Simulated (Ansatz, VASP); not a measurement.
## CdTe5 in VASP and in Ansatz

```xyz
6
Lattice="6.1502 0.0000 0.0000 -3.0751 5.3262 0.0000 0.0000 0.0000 6.5802" Properties=species:S:1:pos:R:3 pbc="T T T"
Cd    0.0000    0.0000    3.2901
Te    3.0751    0.0000    3.2901
Te   -1.5376    2.6631    3.2901
Te    1.5376    2.6631    3.2901
Te    0.0000    3.5508    0.0000
Te    3.0751    1.7754    0.0000
```

Alike in both runs: task single point; functional PBE; k mesh 3 × 3 × 4; occupations gaussian, width 0.1 eV; no spin polarisation.

|  | VASP | Ansatz |
| --- | --- | --- |
| version | VASP 6.6.1 | Ansatz 0.2.0 |
| potentials or method | VASP PAW PBE potentials, release 64 (Cd, Te), cutoff 520 eV | scalar-relativistic, plane waves, PAW |
| valence electrons in the cell | 42 | 100 |

```tsv
	VASP	Ansatz	Ansatz less VASP
gap on the k mesh at the Fermi level (eV)	none	none	-
pressure (GPa)	2.6	2.6	-0.03
traceless stress, the component that is largest in VASP (GPa)	-6.40	-6.36	+0.041
```

A gap of «none» marks a metal or a gap that the smearing closes. VASP's potentials hold 42 valence electrons a cell and Ansatz's 100, so a difference there can come from the potentials and not from the codes.

The k mesh is coarse, so the values compare programs but aren't converged. Neither program's run includes spin-orbit coupling.
